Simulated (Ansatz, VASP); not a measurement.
## CaO: VASP beside Ansatz

Contents of POSCAR:

```
CaO
1.0
    0.0000000000      2.3813395374      2.3813395374
    2.3813395374      0.0000000000      2.3813395374
    2.3813395374      2.3813395374      0.0000000000
Ca O
1 1
Direct
    0.5000000000      0.5000000000      0.5000000000
    0.0000000000      0.0000000000      0.0000000000
```

INCAR.step1

```
PREC     = Accurate       # precision mode
ENCUT    = 520            # plane-wave cutoff, eV
ISMEAR   = 0              # smearing method
SIGMA    = 0.05           # smearing width, eV
LREAL    = False          # projectors in reciprocal space
LASPH    = True           # aspherical terms in the spheres
NELM     = 60             # most SCF steps
NBANDS   = 15             # bands
GGA      = PE             # functional
ALGO     = Normal         # electronic algorithm
EDIFF    = 1E-4           # SCF threshold, eV
LWAVE    = True           # write WAVECAR
LCHARG   = False          # write CHGCAR
```

INCAR.step2

```
PREC     = Accurate       # precision mode
ENCUT    = 520            # plane-wave cutoff, eV
EDIFF    = 1E-6           # SCF threshold, eV
ISMEAR   = 0              # smearing method
SIGMA    = 0.05           # smearing width, eV
LREAL    = False          # projectors in reciprocal space
LASPH    = True           # aspherical terms in the spheres
NELM     = 60             # most SCF steps
ALGO     = Normal         # electronic algorithm
ISIF     = 2              # what is computed and relaxed
LWAVE    = False          # write WAVECAR
LCHARG   = False          # write CHGCAR
METAGGA  = R2SCAN         # meta-GGA
LMIXTAU  = True         
NBANDS   = 15             # bands
ISTART   = 1
```

The input KPOINTS:

```
Automatic mesh
0
Gamma
  8 8 8
```

Input for Ansatz:

```yaml
crystal:
  lattice:
    - [0.0, 2.3813395374, 2.3813395374]
    - [2.3813395374, 0.0, 2.3813395374]
    - [2.3813395374, 2.3813395374, 0.0]
  atoms:
    - { symbol: Ca, position: [0.5, 0.5, 0.5] }
    - { symbol: O, position: [0.0, 0.0, 0.0] }
basis:
  ecutwfc: 500
  ecutrho_ratio: 4
kpoints:
  mp_grid: { grid: [8, 8, 8] }
hamiltonian:
  xc: r2scan
scf:
  occupations: { method: gaussian, width: 0.05 }
output:
  forces: true
  stress: true
  eigenvalues: true
```

Alike in both runs: task single point; functional r2SCAN; k mesh 8 × 8 × 8; occupations gaussian, width 0.05 eV; no spin polarisation.

|  | VASP | Ansatz |
| --- | --- | --- |
| version | VASP 6.6.1 | Ansatz 0.2.0 |
| potentials or method | VASP PAW PBE potentials, release 64 (Ca_sv, O), cutoff 520 eV | scalar-relativistic, plane waves, PAW |
| valence electrons in the cell | 16 | 16 |

|  | VASP | Ansatz | Ansatz less VASP |
| --- | --- | --- | --- |
| gap on the k mesh at the Fermi level (eV) | 4.18 | 4.19 | +0.013 |
| least direct gap on the mesh (eV) | 4.55 | 4.56 | +0.016 |
| pressure (GPa) | 3.6 | 2.5 | -1.16 |

VASP's potentials were made for PBE, not for r2SCAN.
